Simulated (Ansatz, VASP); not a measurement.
Given: the input of a run of VASP 6.6.1 on MnO2.

The input INCAR:

```
  PREC = Accurate
  ENCUT = 520
  EDIFF = 1E-6
  ISMEAR = -1
  SIGMA = 0.05
  LREAL = F
  LASPH = T
  NELM = 150
  ALGO = Normal
  ISIF = 2
  LWAVE = F
  LCHARG = T
  ISPIN = 2
  MAGMOM = 4 0 0
  LORBIT = 11
  LMAXMIX = 4
  GGA = CA
  LELF = T
  LVHAR = T
  NBANDS = 24
```

The input KPOINTS:

```
regular mesh
0
Gamma
  11 11 11
```

Contents of POSCAR:

```
MnO2
1.0
    1.4378949485      0.8301690355      4.6142895739
   -1.4378949485      0.8301690355      4.6142895739
    0.0000000000     -1.6603380711      4.6142895739
Mn O
1 2
Direct
    0.0000000000      0.0000000000      0.0000000000
    0.7356355100      0.7356355100      0.7356355100
    0.2643644900      0.2643644900      0.2643644900
```

Potentials or basis: VASP PAW LDA potentials, release 64 (Mn_pv, O).

Run with:

```console
$ cat potpaw_LDA.64/Mn_pv/POTCAR potpaw_LDA.64/O/POTCAR > POTCAR
$ mpirun -np 1 vasp_std > vasp.out
```

Problem. Translate it to Ansatz 0.2.0. Potentials there: Ansatz PAW.

Solution. As run (the cutoff follows the program's own potentials):

Contents of input.yaml:

```yaml
crystal:
  lattice:
    - [1.4378949485, 0.8301690355, 4.6142895739]
    - [-1.4378949485, 0.8301690355, 4.6142895739]
    - [0.0, -1.6603380711, 4.6142895739]
  atoms:
    - { symbol: Mn, position: [0.0, 0.0, 0.0], spin: 4.0 }
    - { symbol: O, position: [0.73563551, 0.73563551, 0.73563551] }
    - { symbol: O, position: [0.26436449, 0.26436449, 0.26436449] }
hamiltonian:
  xc: lda
  pseudopotentials: { kind: paw }
magnetization:
  spin_polarized: true
kpoints:
  mp_grid: { grid: [11, 11, 11] }
scf:
  occupations: { method: fermi_dirac, width: 0.05 }
output:
  forces: true
  stress: true
  eigenvalues: true
```

Potentials or basis: Ansatz PAW.

Launch:

```console
$ ansatz run input.yaml --threads 2 --pin off --max-ram 5632MiB --backend cpu --events-out ev --progress --plain --runs-dir out
```

Both were run:

|  | VASP | Ansatz | Ansatz less VASP |
| --- | --- | --- | --- |
| gap on the k mesh at the Fermi level (eV) | 0.42 | 0.55 | +0.132 |
| least direct gap on the mesh (eV) | 0.47 | 0.61 | +0.136 |
| pressure (GPa) | -11.6 | -12.2 | -0.66 |
| traceless stress, the component that is largest in VASP (GPa) | 3.05 | 3.42 | +0.374 |
| rms of the force components (eV/Å) | 0.343 | 0.385 | +0.0420 |
| net moment per atom (μB) | 1.00 | 1.00 | 0.000 |
| size of the moment on the site where the two differ most (μB) | 2.80 | 2.50 | -0.306 |

LDA's correlation is that of Perdew and Zunger in VASP and of Perdew and Wang (1992) in Ansatz. Site moments also hang on the region over which each program counts them. Atom by atom the forces differ by 0.042 eV/Å (rms over components). VASP's potentials hold 25 valence electrons a cell and Ansatz's 27, so a difference there can come from the potentials and not from the codes.

Noted on Ansatz's run: Pulay correction over one GPa; odd divisions of the mesh miss points on the zone boundary, where band edges often lie, so the gap on the mesh can be too wide.
